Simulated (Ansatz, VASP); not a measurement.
LiH4BrO2: VASP beside Ansatz

File INCAR:

```
SYSTEM = LiH4BrO2
PREC = Accurate ; ENCUT = 520
EDIFF = 1E-8 ; ISMEAR = -1
SIGMA = 0.02 ; LREAL = Auto
LASPH = .True. ; NELM = 100
ALGO = Normal ; ISIF = 2
LWAVE = .False. ; LCHARG = .False.
GGA = PE ; LEFG = .True.
NBANDS = 40
```

File KPOINTS:

```
Automatic mesh
0
Gamma
  5 4 4
  0 0 0
```

Contents of POSCAR:

```
LiH4BrO2
1.0
    5.3001000000      0.0000000000      0.0000000000
    2.6459800000      5.8241200000      0.0000000000
    0.8866700000      2.7153300000      5.7339000000
Li H Br O
2 8 2 4
Direct
    0.3064018713      0.3853483894      0.4803294589
    0.6935981287      0.6146516106      0.5196705411
    1.0183661457      0.8875542486      0.2778502226
   -0.0312238502      0.1382007152      0.7221497774
    0.7965058181      0.3466190687      0.2816488497
    0.2034941819      0.6533809313      0.7183511503
    0.5848582313      0.6153231198      0.1314196163
    0.4151417687      0.3846768802      0.8685803837
    0.9265350745      0.7656335212      0.1342911759
    0.0734649255      0.2343664788      0.8657088241
    0.2492718304      0.1235761328      0.2284765723
    0.7507281696      0.8764238672      0.7715234277
    0.9842710272      0.7213065247      0.2938519734
    0.0157289728      0.2786934753      0.7061480266
    0.6168213517      0.4780276124      0.2900084671
    0.3831786483      0.5219723876      0.7099915329
```

Input for Ansatz:

```yaml
crystal:
  lattice:
    - [5.3001, 0.0, 0.0]
    - [2.64598, 5.82412, 0.0]
    - [0.88667, 2.71533, 5.7339]
  atoms:
    - { symbol: Li, position: [0.3064018713, 0.3853483894, 0.4803294589] }
    - { symbol: Li, position: [0.6935981287, 0.6146516106, 0.5196705411] }
    - { symbol: H, position: [1.0183661457, 0.8875542486, 0.2778502226] }
    - { symbol: H, position: [-0.0312238502, 0.1382007152, 0.7221497774] }
    - { symbol: H, position: [0.7965058181, 0.3466190687, 0.2816488497] }
    - { symbol: H, position: [0.2034941819, 0.6533809313, 0.7183511503] }
    - { symbol: H, position: [0.5848582313, 0.6153231198, 0.1314196163] }
    - { symbol: H, position: [0.4151417687, 0.3846768802, 0.8685803837] }
    - { symbol: H, position: [0.9265350745, 0.7656335212, 0.1342911759] }
    - { symbol: H, position: [0.0734649255, 0.2343664788, 0.8657088241] }
    - { symbol: Br, position: [0.2492718304, 0.1235761328, 0.2284765723] }
    - { symbol: Br, position: [0.7507281696, 0.8764238672, 0.7715234277] }
    - { symbol: O, position: [0.9842710272, 0.7213065247, 0.2938519734] }
    - { symbol: O, position: [0.0157289728, 0.2786934753, 0.7061480266] }
    - { symbol: O, position: [0.6168213517, 0.4780276124, 0.2900084671] }
    - { symbol: O, position: [0.3831786483, 0.5219723876, 0.7099915329] }
kpoints:
  mp_grid: { grid: [5, 4, 4] }
scf:
  occupations: { method: fermi_dirac, width: 0.02 }
hamiltonian:
  xc: pbe
  pseudopotentials: { kind: paw }
output:
  forces: true
  stress: true
  populations: true
  efg:
    quadrupole_moments_barn: { Li: -0.0401, H: 0.00285783, Br: 0.2579, O: -0.02558 }
    contact_densities: true
  write_density: true
  write_potential: true
  elf: true
  volumetric_format: npy
```

Alike in both runs: task electric field gradients; functional PBE; k mesh 5 × 4 × 4; occupations fermi-dirac, width 0.02 eV; no spin polarisation.

```csv
,VASP,Ansatz
version,VASP 6.6.1,Ansatz 0.2.0
potentials or method,"VASP PAW PBE potentials, release 64 (Li_sv, H, Br, O)","plane-wave PAW, scalar-relativistic"
plane-wave cutoff (eV),520,420
valence electrons in the cell,52,52
```

Ansatz gave:

| Item | Value |
| --- | --- |
| gap on the k mesh at the Fermi level (eV) | 4.46 |
| rms of the force components (eV/Å) | 0.621 |
| size of Vzz on the site where it differs most (V/Å²) | 70.7 |

Problem. What did VASP give for the same quantities?

Solution. gap on the k mesh at the Fermi level (eV): 4.46; rms of the force components (eV/Å): 0.613; size of Vzz on the site where it differs most (V/Å²): 68.8.

Atom by atom the forces differ by 0.041 eV/Å (rms over components). The functional is the same, so the differences come from potentials, cutoffs and numerics.

Noted on VASP's run: the cutoff is short for stress, so the pressure is rough.
